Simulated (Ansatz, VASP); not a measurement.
## Cu: VASP beside Ansatz

File INCAR:

```
SYSTEM = Cu
PREC = Accurate
ENCUT = 520
EDIFF = 1E-7
ISMEAR = 1
SIGMA = 0.15
LREAL = .FALSE.
LASPH = .TRUE.
NELM = 100
ALGO = Normal
ISIF = 2
LWAVE = .FALSE.
LCHARG = .FALSE.
GGA = PS
NBANDS = 18
```

The input KPOINTS:

```
Automatic mesh
0
G
  13 13 7
  0 0 0
```

File POSCAR:

```
Cu
1.0
    2.4998482476      0.0000000000      0.0000000000
   -1.2499236305      2.1649317155      0.0000000000
    0.0000000000      0.0000000000      4.0569889027
Cu
2
Direct
    0.3333333333      0.6666666667      0.2500000000
    0.6666666667      0.3333333333      0.7500000000
```

Input for Ansatz:

```yaml
crystal:
  lattice:
    - [2.4998482475698487, 0.0, 0.0]
    - [-1.2499236305425094, 2.164931715451622, 0.0]
    - [0.0, 0.0, 4.056988902696535]
  atoms:
    - { symbol: Cu, position: [0.3333333333333333, 0.6666666666666666, 0.25] }
    - { symbol: Cu, position: [0.6666666666666666, 0.3333333333333333, 0.75] }
basis:
  ecutwfc: 450.0
kpoints:
  mp_grid:
    grid: [13, 13, 7]
hamiltonian:
  xc: pbesol
  pseudopotentials:
    kind: paw
scf:
  occupations:
    method: cold
    width: 0.15
output:
  stress: true
```

Alike in both runs: task single point; functional PBEsol; k mesh 13 × 13 × 7; no spin polarisation.

```csv
,VASP,Ansatz
version,VASP 6.6.1,Ansatz 0.2.0
potentials or method,"VASP PAW PBE potentials, release 64 (Cu), cutoff 520 eV","plane waves, PAW"
occupations,"methfessel-paxton of order 1, width 0.15 eV","cold, width 0.15 eV"
valence electrons in the cell,22,38
```

```tsv
	VASP	Ansatz	Ansatz less VASP
pressure (GPa)	6.1	5.4	-0.73
traceless stress, the component that is largest in VASP (GPa)	2.70	2.57	-0.139
```

VASP's potentials were made for PBE, not for PBEsol. VASP's potentials hold 22 valence electrons a cell and Ansatz's 38, so a difference there can come from the potentials and not from the codes.
